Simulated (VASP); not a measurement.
# Ir (P6_3/mmc) in VASP: notebook

The runs below take Ir through relaxation of cell and atoms, single point, with PBEsol.

Program: VASP 6.6.1. These are calculated values, not measurements. Logs are shortened: lines on timing, memory, paths and dates and some standing lists are left out, and cuts for length are marked.

### 1 The cell of the first run

It takes space group P6_3/mmc (No. 194, hexagonal). The conventional cell has a = 2.751 Å, b = 2.751 Å, c = 4.462 Å, α = 90.00°, β = 90.00°, γ = 120.00°. Within 3.6 Å of Ir (site symmetry -6m2) lie 12 Ir at 2.74 to 2.75 Å.

### 2 Relaxation of cell and atoms, PBEsol, target pressure 30 GPa, at which the enthalpy is minimised

Input file INCAR:

```
SYSTEM = Ir
  ALGO = Normal
  EDIFF = 1E-7
  EDIFFG = -0.005
  ENCUT = 600
  GGA = PS
  IBRION = 2
  ISIF = 3
  ISMEAR = -1
  LASPH = .TRUE.
  LCHARG = .FALSE.
  LREAL = .FALSE.
  LWAVE = .FALSE.
  NELM = 60
  NSW = 80
  PREC = Accurate
  PSTRESS = 300.0
  SIGMA = 0.05
```

Input file KPOINTS:

```
k-points
0
G
  11 11 6
  0 0 0
```

Input file POSCAR:

```
Ir
1.0
    2.7513778946      0.0000000000      0.0000000000
   -1.3756889473      2.3827631521      0.0000000000
    0.0000000000      0.0000000000      4.4622900000
Ir
2
Direct
    0.3333333333      0.6666666667      0.2500000000
    0.6666666667      0.3333333333      0.7500000000
```

Potentials or basis: VASP PAW PBE potentials, release 64 (Ir).

On the command line:

```console
$ cat potpaw_PBE.64/Ir/POTCAR > POTCAR
$ mpirun -np 1 vasp_std > vasp.out
```

OUTCAR:

```text
SYSTEM = Ir
   EDIFF = 1E-7
   EDIFFG = -0.005
   ENCUT = 600
   GGA = PS
   IBRION = 2
   ISIF = 3
   ISMEAR = -1
   LASPH = .TRUE.
   LREAL = .FALSE.
   NELM = 60
   NSW = 80
   PREC = Accurate
   PSTRESS = 300.0

 ion  position               nearest neighbor table
   1  0.333  0.667  0.250-   2 2.74   2 2.74   2 2.74   2 2.74   2 2.74   2 2.74
   2  0.667  0.333  0.750-   1 2.74   1 2.74   1 2.74   1 2.74   1 2.74   1 2.74

  LATTYP: Found a hexagonal cell.
 ALAT       =     2.7513778946
 C/A-ratio  =     1.6218382828

  Lattice vectors:

 A1 = (   2.7513778946,   0.0000000000,   0.0000000000)
 A2 = (  -1.3756889473,   2.3827631521,   0.0000000000)
 A3 = (   0.0000000000,   0.0000000000,   4.4622900000)

Analysis of symmetry for initial positions (statically):
=====================================================================
 Subroutine PRICEL returns:
 Original cell was already a primitive cell.

 Routine SETGRP: Setting up the symmetry group for a
 hexagonal supercell.

 Subroutine GETGRP returns: Found 24 space group operations
 (whereof 12 operations were pure point group operations)
 out of a pool of 24 trial point group operations.

The static configuration has the point symmetry D_3d.
 The point group associated with its full space group is D_6h.

Analysis of symmetry for dynamics (positions and initial velocities):
=====================================================================
 Subroutine PRICEL returns:
 Original cell was already a primitive cell.

 Routine SETGRP: Setting up the symmetry group for a
 hexagonal supercell.

 Subroutine GETGRP returns: Found 24 space group operations
 (whereof 12 operations were pure point group operations)
 out of a pool of 24 trial point group operations.

The dynamic configuration has the point symmetry D_3d.
 The point group associated with its full space group is D_6h.

 Subroutine INISYM returns: Found 24 space group operations
 (whereof 12 operations are pure point group operations),
 and found     1 'primitive' translations

----------------------------------------------------------------------------------------

                                     Primitive cell

  volume of cell :      29.2542

  direct lattice vectors                    reciprocal lattice vectors
     2.751377895  0.000000000  0.000000000     0.363454254  0.209840411  0.000000000
    -1.375688947  2.382763152  0.000000000     0.000000000  0.419680823  0.000000000
     0.000000000  0.000000000  4.462290000     0.000000000  0.000000000  0.224100182

  length of vectors
     2.751377895  2.751377895  4.462290000     0.419680823  0.419680823  0.224100182

  position of ions in fractional coordinates (direct lattice)
     0.333333333  0.666666667  0.250000000
     0.666666667  0.333333333  0.750000000

  ion indices of the primitive-cell ions
   primitive index   ion index
                 1           1
                 2           2

----------------------------------------------------------------------------------------

 KPOINTS: k-points

Automatic generation of k-mesh.
 Grid dimensions read from file:
 generate k-points for:   11   11    6

 Generating k-lattice:

  Cartesian coordinates                     Fractional coordinates (reciprocal lattice)
     0.033041296  0.019076401  0.000000000     0.090909091 -0.000000000  0.000000000
     0.000000000  0.038152802  0.000000000     0.000000000  0.090909091  0.000000000
     0.000000000  0.000000000  0.037350030     0.000000000  0.000000000  0.166666667

  Length of vectors
     0.038152802  0.038152802  0.037350030

  Shift w.r.t. Gamma in fractional coordinates (k-lattice)
     0.000000000  0.000000000  0.000000000

 Subroutine IBZKPT returns following result:
 ===========================================

 Found     64 irreducible k-points:

 Following reciprocal coordinates:
            Coordinates               Weight
  0.000000  0.000000  0.000000      1.000000
  0.090909 -0.000000  0.000000      6.000000
  0.181818 -0.000000  0.000000      6.000000
  0.272727 -0.000000  0.000000      6.000000
  0.363636 -0.000000  0.000000      6.000000
  0.454545 -0.000000  0.000000      6.000000
[... 16 lines left out ...]
  0.090909  0.090909  0.166667     12.000000
  0.181818  0.090909  0.166667     24.000000
 [... further k-points ...]
   k-points           NKPTS =     64   k-points in BZ     NKDIM =     64   number of bands    NBANDS=     13
   number of dos      NEDOS =    301   number of ions     NIONS =      2
   total plane-waves  NPLWV =  20736
   dimension x,y,z NGX =    24 NGY =   24 NGZ =   36
   dimension x,y,z NGXF=    48 NGYF=   48 NGZF=   72
   ions per type =               2
   NGX,Y,Z   is equivalent  to a cutoff of  14.50, 14.50, 13.41 a.u.
   NGXF,Y,Z  is equivalent  to a cutoff of  29.00, 29.00, 26.82 a.u.
 SYSTEM =  Ir
   PREC   = accura    normal or accurate (medium, high low for compatibility)
   ISTART =      0    job   : 0-new  1-cont  2-samecut
   ICHARG =      2    charge: 1-file 2-atom 10-const
   ISPIN  =      1    spin polarized calculation?
   LNONCOLLINEAR =      F non collinear calculations
   LSORBIT =      F    spin-orbit coupling
   LASPH  =      T    aspherical Exc in radial PAW
   ENCUT  =  600.0 eV  44.10 Ry    6.64 a.u.   5.50  5.50  8.91*2*pi/ulx,y,z
   NELM   =     60;   NELMIN=  2; NELMDL= -5     # of ELM steps
   EDIFF  = 0.1E-06   stopping-criterion for ELM
   LREAL  =      F    real-space projection
   EDIFFG = -.5E-02   stopping-criterion for IOM
   NSW    =     80    number of steps for IOM
   IBRION =      2    ionic relax: 0-MD 1-quasi-New 2-CG
   NFREE  =      1    steps in history (QN), initial steepest desc. (CG)
   ISIF   =      3    stress and relaxation
   ISYM   =      2    0-nonsym 1-usesym 2-fastsym
   POTIM  = 0.5000    time-step for ionic-motion
   TEBEG  =    0.0;   TEEND  =   0.0 temperature during run
   PSTRESS=  300.0 pullay stress
   NELECT =      18.0000    total number of electrons
   NUPDOWN=      -1.0000    fix difference up-down
   EMIN   =  10.00;   EMAX   =-10.00  energy-range for DOS
   EFERMI =   0.00;   METHOD = LEGACY
   ISMEAR =    -1;   SIGMA  =   0.05  broadening in eV -4-tet -1-fermi 0-gaus
   EFERMI_NEDOS =   21; number of points for ismear=-14 and -15
   IALGO  =     38    algorithm
   IMIX   =      4    mixing-type and parameters
     AMIX     =   0.40;   BMIX     =  1.00
     AMIX_MAG =   1.60;   BMIX_MAG =  1.00
  volume/ion in A,a.u.               =      14.63        98.71
  Fermi-wavevector in a.u.,A,eV,Ry     =   1.392417  2.631287 26.379323  1.938826
  Thomas-Fermi vector in A             =   2.516162
   LORBIT       =      0    0 simple, 1 ext, 2 COOP (PROOUT), +10 PAW based schemes
   GGA     = PS    functional components
   LHFCALC =     F    Hartree Fock is set to
   AEXX    =    0.0000 exact exchange contribution
   IVDW    =     0    specifies the selected vdW correction
   LEPSILON=     F    determine dielectric tensor
   LRPA    =     F    only Hartree local field effects (RPA)
 conjugate gradient relaxation of ions
 non-spin polarized calculation
  energy-cutoff  :      600.00
  volume of cell :       29.25
 maximum number of plane-waves:      1002
 NGX is ok and might be reduce to    24
   NGX = 11   NGY = 11   NGZ = 17

--------------------------------------- Ionic step        1  -------------------------------------------

 number of electron      17.9999998 magnetization

 Free energy of the ion-electron system (eV)
  ---------------------------------------------------
  ext. energy  EPLUGINS =         0.00000000
  ---------------------------------------------------
  free energy    TOTEN  =       -19.43410983 eV

  energy without entropy =      -19.40862035  energy(sigma->0) =      -19.42136509

 E-fermi :   9.7708     XC(G=0): -13.9064

 val. band max:        9.7618893016   @ k =   0.3636   0.1818   0.1667
 cond. band min:       9.7762178763   @ k =   0.2727   0.0909   0.3333
 fundamental gap:      0.0143285747
 Fermi energy:         9.7708365069

 k-point     1 :       0.0000    0.0000    0.0000
  band No.  band energies     occupation
      1      -1.1573      2.00000
      2       1.9082      2.00000
      3       6.0137      2.00000
      4       6.1191      2.00000
      5       6.1191      2.00000
      6       6.7467      2.00000
      7       6.7467      2.00000
      8       7.5106      2.00000
      9       7.5106      2.00000
     10       8.9956      2.00000
     11      10.0463      0.00807
     12      10.0463      0.00807
     13      16.5256      0.00000
[... 354 lines left out ...]
  band No.  band energies     occupation
      1       1.0150      2.00000
      2       3.4037      2.00000
      3       4.6375      2.00000
      4       4.8717      2.00000
      5       5.8340      2.00000
      6       6.4307      2.00000
      7       6.9310      2.00000
      8       7.6328      2.00000
      9       8.2695      2.00000
     10       8.5002      2.00000
     11      10.2836      0.00007
     12      13.4990      0.00000
     13      18.3991      0.00000

 [... further k-points ...]

------------------------ aborting loop because EDIFF is reached ----------------------------------------

  FORCE on cell =-STRESS in cart. coord.  units (eV):
  Direction    XX          YY          ZZ          XY          YZ          ZX
  --------------------------------------------------------------------------------------
  -------------------------------------------------------------------------------------
  Total       -2.0797989     -2.0797989     -2.1666641     -0.0000000     -0.0000000      0.0000000
  in kB     -113.9050616   -113.9050616   -118.6624386     -0.0000000     -0.0000000      0.0000000
  external PRESSURE =    -415.4908539 kB  Pullay stress =     300.0000000 kB
[... 291 lines left out ...]
--------------------------------------- Ionic step        9  -------------------------------------------

 number of electron      18.0000001 magnetization

 Free energy of the ion-electron system (eV)
  ---------------------------------------------------
  ext. energy  EPLUGINS =         0.00000000
  ---------------------------------------------------
  free energy    TOTEN  =       -19.31108041 eV

  energy without entropy =      -19.28930481  energy(sigma->0) =      -19.30019261

 E-fermi :  11.5373     XC(G=0): -14.4863

 val. band max:       11.5176953281   @ k =   0.3636   0.1818   0.1667
 cond. band min:      11.5406841914   @ k =   0.2727   0.0909   0.3333
 fundamental gap:      0.0229888632
 Fermi energy:        11.5372622810

 k-point     1 :       0.0000    0.0000    0.0000
  band No.  band energies     occupation
      1      -0.4940      2.00000
      2       2.5758      2.00000
      3       7.1434      2.00000
      4       7.2670      2.00000
      5       7.2670      2.00000
      6       8.0061      2.00000
      7       8.0061      2.00000
      8       8.9155      2.00000
      9       8.9155      2.00000
     10      10.4769      2.00000
     11      11.8580      0.00327
     12      11.8580      0.00327
     13      19.2205      0.00000
[... 354 lines left out ...]
  band No.  band energies     occupation
      1       1.8782      2.00000
      2       4.2374      2.00000
      3       5.5930      2.00000
      4       5.8434      2.00000
      5       6.9330      2.00000
      6       7.6383      2.00000
      7       8.2335      2.00000
      8       9.0256      2.00000
      9       9.7715      2.00000
     10      10.0524      2.00000
     11      12.1567      0.00001
     12      15.7578      0.00000
     13      20.9610      0.00000

 [... further k-points ...]

------------------------ aborting loop because EDIFF is reached ----------------------------------------

  FORCE on cell =-STRESS in cart. coord.  units (eV):
  Direction    XX          YY          ZZ          XY          YZ          ZX
  --------------------------------------------------------------------------------------
  -------------------------------------------------------------------------------------
  Total        4.9648036      4.9648036      4.9567811     -0.0000000     -0.0000000      0.0000000
  in kB      300.0601817    300.0601817    299.5753263     -0.0000000     -0.0000000      0.0000000
  external PRESSURE =      -0.1014367 kB  Pullay stress =     300.0000000 kB
[... 21 lines left out ...]
  energy  without entropy=      -19.2893048104  energy(sigma->0) =      -19.30019261

  enthalpy is  TOTEN    =       -14.3472726173 eV   P V=        4.9638077949

 reached required accuracy - stopping structural energy minimisation
```

Wall time 1.8 min (1 thread of AMD EPYC 9R45 (Zen 5), shared host); peak memory 0.15 GiB.

Results:

- Free energy: -19.3111 eV
- Relaxed volume: 13.25 Å³/atom
- Relaxed cell: a = 2.661 Å, b = 2.661 Å, c = 4.322 Å, α = 90.00°, β = 90.00°, γ = 120.00°
- Space group after relaxing (to 0.05 Å): P6_3/mmc (No. 194)
- Energy change on relaxing (the enthalpy is what falls): +61.5 meV/atom
- Ionic steps: 9
- Pressure after relaxing: 30.0 GPa
- Band gap on the k mesh: zero (band 9 reaches 12.66 eV, above the bottom of band 10 at 9.02 eV)

Step by step:
| step | energy change (eV) | largest force (eV/Å) | pressure (GPa) | volume (Å³) |
| --- | --- | --- | --- | --- |
| 1 | 0.0000 | 0.0000 | -11.55 | 29.25 |
| 2 | 19.6710 | 0.0000 | 867.97 | 15.95 |
| 3 | 0.0275 | 0.0000 | 17.98 | 27.15 |
| 4 | 0.0682 | 0.0000 | 23.65 | 26.84 |
| 5 | 0.1245 | 0.0000 | 30.15 | 26.50 |
| 6 | 0.1146 | 0.0000 | 29.09 | 26.56 |
| 7 | 0.1157 | 0.0000 | 29.19 | 26.55 |
| 8 | 0.1154 | 0.0000 | 29.16 | 26.55 |
| 9 | 0.1230 | 0.0000 | 29.99 | 26.51 |

Final structure:
```xyz
2
Lattice="2.6612 0.0000 0.0000 -1.3306 2.3047 0.0000 0.0000 0.0000 4.3224" Properties=species:S:1:pos:R:3 pbc="T T T"
Ir    0.0000    1.5364    1.0806
Ir    1.3306    0.7682    3.2418
```

Levels at points of the mesh, in eV from the Fermi level:
| k point | band 6 | band 7 | band 8 | band 9 | band 10 | band 11 | band 12 | band 13 |
| --- | --- | --- | --- | --- | --- | --- | --- | --- |
| (0.00, 0.00, 0.00) | -3.53 | -3.53 | -2.62 | -2.62 | -1.06 | 0.32 | 0.32 | 7.68 |
| (0.00, 0.00, 0.50) | -4.40 | -4.40 | -4.40 | -0.49 | -0.49 | -0.49 | -0.49 | 13.64 |

Caveat: the cell is relaxed towards a set pressure, so the enthalpy falls and the energy may rise; the PAW data sets were made with another functional, which shifts forces and pressure a little; spin-orbit coupling is left out, which moves the levels of the heavy elements.

(Continued in part 2 of 2.)
